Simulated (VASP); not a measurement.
**Hf2PbO3: relaxation of cell and atoms with PBE**

The system is Hf2PbO3.

```
Hf Pb O
1.0
     2.66313    1.53756    4.20619
    -2.66313    1.53756    4.20619
     0.00000   -3.07512    4.20619
Hf Pb O
2 1 3
Direct
  0.62587 0.62587 0.62587
  0.37413 0.37413 0.37413
  0.00000 0.00000 0.00000
  0.00000 0.50000 0.00000
  0.50000 0.00000 0.00000
  0.00000 0.00000 0.50000
```

The cell was built from a structure type or drawn by symmetry, and may not be a known phase.

* Program: VASP 6.6.1
* Task: relaxation of cell and atoms
* Functional: PBE
* Potentials or basis: VASP PAW PBE potentials, release 64 (Hf_pv, Pb_d, O)
* Cutoff: 600 eV
* k mesh: 6 × 6 × 6
* Occupations: gaussian, width 0.1 eV
* Spin: no spin polarisation
* Dipole correction: no
* Further INCAR settings: ALGO = Normal; EDIFF = 1e-06; IBRION = 2; EDIFFG = -0.04; NSW = 90; ISIF = 3

| Item | Value |
| --- | --- |
| Relaxed volume | 21.86 Å³/atom |
| Relaxed cell | a = 5.970 Å, b = 5.970 Å, c = 5.970 Å, α = 54.50°, β = 54.50°, γ = 54.50° |
| Space group after relaxing (to 0.1 Å) | R-3m (No. 166) |
| Pressure after relaxing | 0.2 GPa |
| Largest force after relaxing | 0.010 eV/Å |
| Band gap on the k mesh | zero (bands 26 and 27 overlap by 0.70 eV) |

Forces on the atoms (eV/Å):
```
Hf   0.000  0.000 -0.010
Hf   0.000  0.000  0.010
Pb   0.000  0.000  0.000
O    0.000  0.000  0.000
O    0.000  0.000  0.000
O    0.000  0.000  0.000
```

Final structure:
```
Hf Pb O
1.0
     2.73354    1.57821    5.06714
    -2.73354    1.57821    5.06714
     0.00000   -3.15642    5.06714
Hf Pb O
2 1 3
Cartesian
  0.0000 0.0000 11.5547
  0.0000 0.0000 3.6467
  0.0000 0.0000 0.0000
  -1.3668 0.7891 2.5336
  1.3668 0.7891 2.5336
  0.0000 -1.5782 2.5336
```

Levels at points of the mesh, in eV from the Fermi level:
```
           k point  band 22  band 23  band 24  band 25  band 26  band 27  band 28  band 29  band 30  band 31
(0.00, 0.00, 0.00)    -3.84    -3.84    -3.15    -0.14     0.47     0.47     0.81     0.81     1.42     1.43
(0.50, 0.00, 0.00)    -4.94    -4.62    -3.59    -1.98    -0.27     0.44     1.67     1.85     2.42     2.76
(0.50, 0.50, 0.00)    -4.86    -4.67    -3.49    -2.43    -1.53     0.26     1.02     1.88     2.46     2.68
(0.50, 0.50, 0.50)    -3.72    -3.72    -3.15    -1.19    -1.19    -0.23     0.67     0.95     1.97     1.97
```

Run time: 42 min on 1 thread of Intel(R) Xeon(R) 6975P-C (Granite Rapids), with other jobs on the host, peak memory 0.38 GiB.

Caveat: the volume moved by over 15 % at a fixed basis, so the end points are rough; spin-orbit coupling is left out, which moves the levels of the heavy elements.
